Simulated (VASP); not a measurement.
# SiO2 (P4_12_12) in VASP: a series of runs, part 2 of 2

VASP 6.6.1. Earlier steps stand in the parts before.

## 3. Relaxation of cell and atoms, LDA

This run uses another cell than the first one, of 14.26 Å³/atom.

The input, INCAR:

```
SYSTEM = SiO2
PREC = Accurate
ENCUT = 600
EDIFF = 1E-6
ISMEAR = 0
SIGMA = 0.01
LREAL = .FALSE.
LASPH = .TRUE.
NELM = 100
ALGO = Normal
ISIF = 3
LWAVE = .FALSE.
LCHARG = .FALSE.
IBRION = 2
NSW = 80
EDIFFG = -0.002
```

The input, KPOINTS:

```
Automatic mesh
0
G
  5 5 4
  0 0 0
```

The input, POSCAR:

```
SiO2
1.0
    4.9720000000      0.0000000000      0.0000000000
    0.0000000000      4.9720000000      0.0000000000
    0.0000000000      0.0000000000      6.9220000000
Si O
4 8
Direct
    0.3003000000      0.3003000000      0.0000000000
    0.1997000000      0.8003000000      0.2500000000
    0.6997000000      0.6997000000      0.5000000000
    0.8003000000      0.1997000000      0.7500000000
    0.2392000000      0.1044000000      0.1787000000
    0.3956000000      0.7392000000      0.4287000000
    0.7608000000      0.8956000000      0.6787000000
    0.6044000000      0.2608000000      0.9287000000
    0.7392000000      0.3956000000      0.5713000000
    0.8956000000      0.7608000000      0.3213000000
    0.2608000000      0.6044000000      0.0713000000
    0.1044000000      0.2392000000      0.8213000000
```

Potentials or basis: VASP PAW LDA potentials, release 64 (Si, O).

Command:

```sh
$ cat potpaw_LDA.64/Si/POTCAR potpaw_LDA.64/O/POTCAR > POTCAR
$ mpirun -np 1 vasp_std > vasp.out
```

OUTCAR:

```text
SYSTEM = SiO2
   PREC = Accurate
   ENCUT = 600
   EDIFF = 1E-6
   ISMEAR = 0
   LREAL = .FALSE.
   LASPH = .TRUE.
   NELM = 100
   ISIF = 3
   IBRION = 2
   NSW = 80
   EDIFFG = -0.002

 ion  position               nearest neighbor table
   1  0.300  0.300  0.000-   8 1.60  11 1.60   5 1.60  12 1.60   2 3.07   4 3.07   2 3.07   4 3.07

   2  0.200  0.800  0.250-   5 1.60  10 1.60   6 1.60  11 1.60   1 3.07   3 3.07   1 3.07   3 3.07

   3  0.700  0.700  0.500-   6 1.60   9 1.60   7 1.60  10 1.60   2 3.07   4 3.07   4 3.07   2 3.07

   4  0.800  0.200  0.750-   7 1.60  12 1.60   9 1.60   8 1.60   1 3.07   3 3.07   3 3.07   1 3.07

   5  0.239  0.104  0.179-   2 1.60   1 1.60
   6  0.396  0.739  0.429-   3 1.60   2 1.60
   7  0.761  0.896  0.679-   4 1.60   3 1.60
   8  0.604  0.261  0.929-   1 1.60   4 1.60
   9  0.739  0.396  0.571-   3 1.60   4 1.60
  10  0.896  0.761  0.321-   2 1.60   3 1.60
  11  0.261  0.604  0.071-   1 1.60   2 1.60
  12  0.104  0.239  0.821-   4 1.60   1 1.60

  LATTYP: Found a simple tetragonal cell.
 ALAT       =     4.9720000000
 C/A-ratio  =     1.3921962993

  Lattice vectors:

 A1 = (   4.9720000000,   0.0000000000,   0.0000000000)
 A2 = (   0.0000000000,   4.9720000000,   0.0000000000)
 A3 = (   0.0000000000,   0.0000000000,   6.9220000000)

Analysis of symmetry for initial positions (statically):
=====================================================================
 Subroutine PRICEL returns:
 Original cell was already a primitive cell.

 Routine SETGRP: Setting up the symmetry group for a
 simple tetragonal supercell.

 Subroutine GETGRP returns: Found  8 space group operations
 (whereof  2 operations were pure point group operations)
 out of a pool of 16 trial point group operations.

The static configuration has the point symmetry C_2 .
 The point group associated with its full space group is D_4 .

Analysis of symmetry for dynamics (positions and initial velocities):
=====================================================================
 Subroutine PRICEL returns:
 Original cell was already a primitive cell.

 Routine SETGRP: Setting up the symmetry group for a
 simple tetragonal supercell.

 Subroutine GETGRP returns: Found  8 space group operations
 (whereof  2 operations were pure point group operations)
 out of a pool of 16 trial point group operations.

The dynamic configuration has the point symmetry C_2 .
 The point group associated with its full space group is D_4 .

 Subroutine INISYM returns: Found  8 space group operations
 (whereof  2 operations are pure point group operations),
 and found     1 'primitive' translations

----------------------------------------------------------------------------------------

                                     Primitive cell

  volume of cell :     171.1173

  direct lattice vectors                    reciprocal lattice vectors
     4.972000000  0.000000000  0.000000000     0.201126307  0.000000000  0.000000000
     0.000000000  4.972000000  0.000000000     0.000000000  0.201126307  0.000000000
     0.000000000  0.000000000  6.922000000     0.000000000  0.000000000  0.144466917

  length of vectors
     4.972000000  4.972000000  6.922000000     0.201126307  0.201126307  0.144466917

  position of ions in fractional coordinates (direct lattice)
     0.300300000  0.300300000  0.000000000
     0.199700000  0.800300000  0.250000000
     0.699700000  0.699700000  0.500000000
[... 79 lines left out ...]
 SYSTEM =  SiO2
   PREC   = accura    normal or accurate (medium, high low for compatibility)
   ISTART =      0    job   : 0-new  1-cont  2-samecut
   ICHARG =      2    charge: 1-file 2-atom 10-const
   ISPIN  =      1    spin polarized calculation?
   LNONCOLLINEAR =      F non collinear calculations
   LSORBIT =      F    spin-orbit coupling
   LASPH  =      T    aspherical Exc in radial PAW
   ENCUT  =  600.0 eV  44.10 Ry    6.64 a.u.   9.93  9.93 13.82*2*pi/ulx,y,z
   NELM   =    100;   NELMIN=  2; NELMDL= -5     # of ELM steps
   EDIFF  = 0.1E-05   stopping-criterion for ELM
   LREAL  =      F    real-space projection
   EDIFFG = -.2E-02   stopping-criterion for IOM
   NSW    =     80    number of steps for IOM
   IBRION =      2    ionic relax: 0-MD 1-quasi-New 2-CG
   NFREE  =      1    steps in history (QN), initial steepest desc. (CG)
   ISIF   =      3    stress and relaxation
   ISYM   =      2    0-nonsym 1-usesym 2-fastsym
   POTIM  = 0.5000    time-step for ionic-motion
   TEBEG  =    0.0;   TEEND  =   0.0 temperature during run
   PSTRESS=    0.0 pullay stress
   NELECT =      64.0000    total number of electrons
   NUPDOWN=      -1.0000    fix difference up-down
   EMIN   =  10.00;   EMAX   =-10.00  energy-range for DOS
   EFERMI =   0.00;   METHOD = LEGACY
   ISMEAR =     0;   SIGMA  =   0.01  broadening in eV -4-tet -1-fermi 0-gaus
   EFERMI_NEDOS =   21; number of points for ismear=-14 and -15
   IALGO  =     38    algorithm
   IMIX   =      4    mixing-type and parameters
     AMIX     =   0.40;   BMIX     =  1.00
     AMIX_MAG =   1.60;   BMIX_MAG =  1.00
  volume/ion in A,a.u.               =      14.26        96.23
  Fermi-wavevector in a.u.,A,eV,Ry     =   1.179515  2.228961 18.929189  1.391256
  Thomas-Fermi vector in A             =   2.315825
   LORBIT       =      0    0 simple, 1 ext, 2 COOP (PROOUT), +10 PAW based schemes
   GGA     = CA    functional components
   LHFCALC =     F    Hartree Fock is set to
   AEXX    =    0.0000 exact exchange contribution
   IVDW    =     0    specifies the selected vdW correction
   LEPSILON=     F    determine dielectric tensor
   LRPA    =     F    only Hartree local field effects (RPA)
 conjugate gradient relaxation of ions
 non-spin polarized calculation
 Gauss-broadening in eV      SIGMA  =   0.01
  energy-cutoff  :      600.00
  volume of cell :      171.12
 maximum number of plane-waves:      5727
 NGX is ok and might be reduce to    40
   NGX = 19   NGY = 19   NGZ = 27

--------------------------------------- Ionic step        1  -------------------------------------------

 number of electron      63.9999978 magnetization

 Free energy of the ion-electron system (eV)
  ---------------------------------------------------
  ext. energy  EPLUGINS =         0.00000000
  ---------------------------------------------------
  free energy    TOTEN  =      -103.77328096 eV

  energy without entropy =     -103.77328096  energy(sigma->0) =     -103.77328096

------------------------ aborting loop because EDIFF is reached ----------------------------------------

  FORCE on cell =-STRESS in cart. coord.  units (eV):
  Direction    XX          YY          ZZ          XY          YZ          ZX
  --------------------------------------------------------------------------------------
  -------------------------------------------------------------------------------------
  Total        1.5887946      1.5887946      1.7442849     -0.0000000      0.0000000      0.0000000
  in kB       14.8759429     14.8759429     16.3318045     -0.0000000      0.0000000      0.0000000
  external PRESSURE =      15.3612301 kB  Pullay stress =       0.0000000 kB
[... 119 lines left out ...]
  FREE ENERGIE OF THE ION-ELECTRON SYSTEM (eV)
  ---------------------------------------------------
  free  energy   TOTEN  =      -103.7810386293 eV

  energy  without entropy=     -103.7810386293  energy(sigma->0) =     -103.78103863

 E-fermi :  -0.0117     XC(G=0):  -9.0427

 val. band max:       -0.0584198971   @ k =   0.0000   0.0000   0.0000
 cond. band min:       5.4769793607   @ k =   0.0000   0.0000   0.0000
 fundamental gap:      5.5353992578
 Fermi energy:        -0.0116830879

 k-point     1 :       0.0000    0.0000    0.0000
  band No.  band energies     occupation
      1     -19.3320      2.00000
      2     -18.3911      2.00000
      3     -18.3911      2.00000
      4     -17.1634      2.00000
      5     -17.1154      2.00000
      6     -17.1109      2.00000
[... 745 lines left out ...]
     38       9.4813      0.00000
     39       9.6674      0.00000

[... ionic steps 4 to 64 ...]

--------------------------------------- Ionic step       65  -------------------------------------------

 number of electron      64.0000000 magnetization

------------------------ aborting loop because EDIFF is reached ----------------------------------------
[... 87 lines left out ...]
--------------------------------------- Ionic step       67  -------------------------------------------

 number of electron      64.0000000 magnetization

 Free energy of the ion-electron system (eV)
  ---------------------------------------------------
  ext. energy  EPLUGINS =         0.00000000
  ---------------------------------------------------
  free energy    TOTEN  =      -103.78997033 eV

  energy without entropy =     -103.78997033  energy(sigma->0) =     -103.78997033

 E-fermi :   0.2292     XC(G=0):  -9.2096

 val. band max:        0.1258112049   @ k =   0.0000   0.0000   0.0000
 cond. band min:       5.6949568638   @ k =   0.0000   0.0000   0.0000
 fundamental gap:      5.5691456589
 Fermi energy:         0.2292485760

 k-point     1 :       0.0000    0.0000    0.0000
  band No.  band energies     occupation
      1     -19.1439      2.00000
      2     -18.1909      2.00000
      3     -18.1909      2.00000
      4     -16.9680      2.00000
      5     -16.9080      2.00000
      6     -16.8995      2.00000
[... 784 lines left out ...]
  FREE ENERGIE OF THE ION-ELECTRON SYSTEM (eV)
  ---------------------------------------------------
  free  energy   TOTEN  =      -103.7899703324 eV

  energy  without entropy=     -103.7899703324  energy(sigma->0) =     -103.78997033

 reached required accuracy - stopping structural energy minimisation
```

It took 26 min on 1 thread of Intel Xeon Platinum 8559C (Emerald Rapids), shared host; peak memory 0.27 GiB.

Results:

* Free energy: -103.7900 eV
* Relaxed volume: 13.81 Å³/atom
* Relaxed cell: a = 4.927 Å, b = 4.927 Å, c = 6.831 Å, α = 90.00°, β = 90.00°, γ = 90.00°
* Space group after relaxing (to 0.1 Å): P4_12_12 (No. 92)
* Energy gained by relaxing: 1.4 meV/atom
* Ionic steps: 67
* Pressure after relaxing: 0.0 GPa
* Band gap on the k mesh: 5.57 eV

Step by step:
| step | energy change (eV) | largest force (eV/Å) | pressure (GPa) | volume (Å³) |
| --- | --- | --- | --- | --- |
| 1 | 0.0000 | 0.1282 | 1.54 | 171.12 |
| 3 | -0.0078 | 0.0266 | -0.05 | 172.48 |
| 5 | -0.0078 | 0.0470 | -0.04 | 172.39 |
| 7 | -0.0080 | 0.0289 | -0.05 | 172.37 |
| 9 | -0.0087 | 0.0379 | -0.13 | 172.05 |
| 11 | -0.0088 | 0.0443 | -0.18 | 171.82 |
| 13 | -0.0094 | 0.0472 | 0.04 | 171.30 |
| 15 | -0.0097 | 0.0532 | 0.38 | 170.46 |
| 17 | -0.0109 | 0.0667 | 0.40 | 169.77 |
| 19 | -0.0139 | 0.1211 | 0.44 | 167.06 |
| 21 | -0.0152 | 0.0635 | 0.00 | 166.92 |
| 23 | -0.0159 | 0.0320 | -0.28 | 166.82 |
| 25 | -0.0164 | 0.0180 | 0.04 | 166.34 |
| 27 | -0.0165 | 0.0117 | 0.04 | 166.32 |
| 29 | -0.0165 | 0.0080 | -0.07 | 166.38 |
| 31 | -0.0166 | 0.0149 | -0.03 | 166.31 |
| 33 | -0.0166 | 0.0045 | 0.03 | 166.23 |
| 35 | -0.0166 | 0.0090 | -0.03 | 166.26 |
| 37 | -0.0166 | 0.0030 | -0.02 | 166.26 |
| 39 | -0.0166 | 0.0035 | -0.02 | 166.25 |
| 41 | -0.0166 | 0.0043 | 0.00 | 166.21 |
| 43 | -0.0166 | 0.0033 | 0.02 | 166.19 |
| 45 | -0.0166 | 0.0014 | -0.02 | 166.20 |
| 47 | -0.0166 | 0.0044 | -0.01 | 166.19 |
| 49 | -0.0166 | 0.0048 | -0.01 | 166.17 |
| 51 | -0.0166 | 0.0075 | 0.00 | 166.11 |
| 53 | -0.0167 | 0.0103 | 0.03 | 166.01 |
| 55 | -0.0167 | 0.0034 | 0.03 | 165.95 |
| 57 | -0.0167 | 0.0055 | 0.04 | 165.91 |
| 59 | -0.0167 | 0.0041 | -0.01 | 165.88 |
| 61 | -0.0167 | 0.0042 | -0.02 | 165.87 |
| 63 | -0.0167 | 0.0076 | -0.01 | 165.84 |
| 65 | -0.0167 | 0.0051 | -0.01 | 165.83 |
| 67 | -0.0167 | 0.0013 | 0.01 | 165.78 |

Final structure:
```
Si O
1.0
     4.92651    0.00000    0.00000
     0.00000    4.92651    0.00000
     0.00000    0.00000    6.83050
Si O
4 8
Direct
  0.30722 0.30722 0.00000
  0.19278 0.80722 0.25000
  0.69278 0.69278 0.50000
  0.80722 0.19278 0.75000
  0.23628 0.11834 0.18556
  0.38166 0.73628 0.43556
  0.76372 0.88166 0.68556
  0.61834 0.26372 0.93556
  0.73628 0.38166 0.56444
  0.88166 0.76372 0.31444
  0.26372 0.61834 0.06444
  0.11834 0.23628 0.81444
```

Levels at points of the mesh, in eV from the valence-band top:
```csv
k point,band 28,band 29,band 30,band 31,band 32,band 33,band 34,band 35,band 36,band 37
"(0.00, 0.00, 0.00)",-1.31,-0.69,-0.33,-0.33,0.00,5.57,8.60,8.60,9.22,9.22
"(0.00, 0.00, 0.50)",-0.91,-0.57,-0.57,-0.39,-0.39,6.87,6.87,9.13,9.13,9.61
```

A k mesh can miss the band edges.
